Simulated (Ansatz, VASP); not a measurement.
**Cu: VASP beside Ansatz**

Contents of POSCAR:

```
Cu
1.0
    0.0000000000      1.8148741278      1.8148741278
    1.8148741278      0.0000000000      1.8148741278
    1.8148741278      1.8148741278      0.0000000000
Cu
1
Direct
    0.0000000000      0.0000000000      0.0000000000
```

INCAR.step1

```
ALGO = Normal ; EDIFF = 1E-4
ENCUT = 520 ; GGA = PE
ISMEAR = 0 ; LASPH = T
LCHARG = F ; LREAL = F
LWAVE = T ; NBANDS = 12
NELM = 60 ; PREC = Accurate
SIGMA = 0.1
```

INCAR.step2

```
ALGO = Normal ; EDIFF = 1E-6
ENCUT = 520 ; ISIF = 2
ISMEAR = 0 ; ISTART = 1
LASPH = T ; LCHARG = F
LMIXTAU = T ; LREAL = F
LWAVE = F ; METAGGA = R2SCAN
NBANDS = 12 ; NELM = 60
PREC = Accurate ; SIGMA = 0.1
```

The input KPOINTS:

```
k-points
0
Gamma
  20 20 20
```

Input for Ansatz:

```yaml
crystal:
  lattice:
    - [0.0, 1.8148741278, 1.8148741278]
    - [1.8148741278, 0.0, 1.8148741278]
    - [1.8148741278, 1.8148741278, 0.0]
  atoms:
    - { symbol: Cu, position: [0.0, 0.0, 0.0] }
basis:
  ecutwfc: 500
kpoints:
  mp_grid: { grid: [20, 20, 20] }
  band_path:
    path:
      - [0.0, 0.0, 0.0]
      - [0.5, 0.0, 0.5]
      - [0.625, 0.25, 0.625]
      - [0.375, 0.375, 0.75]
      - [0.5, 0.5, 0.5]
      - [0.5, 0.25, 0.75]
    npoints: 1
hamiltonian:
  xc: r2scan
scf:
  occupations: { method: gaussian, width: 0.1 }
  n_extra_bands: 4
output:
  forces: true
  stress: true
  eigenvalues: true
```

Alike in both runs: task single point; functional r2SCAN; k mesh 20 × 20 × 20; occupations gaussian, width 0.1 eV; no spin polarisation.

```csv
,VASP,Ansatz
version,VASP 6.6.1,Ansatz 0.2.0
potentials or method,"VASP PAW PBE potentials, release 64 (Cu), cutoff 520 eV","scalar-relativistic, plane waves, PAW"
valence electrons in the cell,11,19
```

Ansatz gave:

```
gap on the k mesh at the Fermi level (eV) : none
pressure (GPa)                            : -6.4
```

**Question.** Which values does VASP return?

**Answer.** gap on the k mesh at the Fermi level (eV): none; pressure (GPa): -5.8.

VASP's potentials were made for PBE, not for r2SCAN. A gap of «none» marks a metal or a gap that the smearing closes. VASP's potentials hold 11 valence electrons a cell and Ansatz's 19, so a difference there can come from the potentials and not from the codes.
